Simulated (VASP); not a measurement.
Write the native input for VASP 6.6.1 that does the following.

| Property | Result |
| --- | --- |
| Task | single point |
| Functional | PBEsol |
| Potentials or basis | VASP PAW PBE potentials, release 64 (Ti_sv, Al) |
| Cutoff | 520 eV |
| k mesh | 10 × 10 × 10 |
| Occupations | fermi-dirac, width 0.05 eV |
| Spin | no spin polarisation |
| Dipole correction | no |
| Further INCAR settings | ALGO = Fast; EDIFF = 1e-07; NBANDS = 18 |

The structure of TiAl3 lies in POSCAR:

```
TiAl3
1.0
   -1.9085787146      1.9085787146      4.2733146755
    1.9085787146     -1.9085787146      4.2733146755
    1.9085787146      1.9085787146     -4.2733146755
Ti Al
1 3
Direct
    0.0000000000      0.0000000000      0.0000000000
    0.2500000000      0.7500000000      0.5000000000
    0.7500000000      0.2500000000      0.5000000000
    0.5000000000      0.5000000000      0.0000000000
```

The input as run:

INCAR

```
  ALGO = Fast
  EDIFF = 1E-7
  ENCUT = 520
  GGA = PS
  ISIF = 2
  ISMEAR = -1
  LASPH = True
  LCHARG = False
  LREAL = False
  LWAVE = False
  NBANDS = 18
  NELM = 80
  PREC = Accurate
  SIGMA = 0.05
```

KPOINTS

```
k-points
0
Gamma
  10 10 10
```

Potentials or basis: VASP PAW PBE potentials, release 64 (Ti_sv, Al).

The run is started by

```bash
$ cat potpaw_PBE.64/Ti_sv/POTCAR potpaw_PBE.64/Al/POTCAR > POTCAR
$ mpirun -np 1 vasp_std > vasp.out
```

Results of the run:

The pressure is 0.1 GPa and the band gap on the k mesh is zero (an odd number of electrons rules out a gap without spin polarisation).

Caveat: the PAW data sets were made with another functional, which shifts forces and pressure a little.

It took 4.5 min on 1 thread of Intel(R) Xeon(R) 6975P-C (Granite Rapids), with other jobs on the host, peak memory 0.31 GiB.
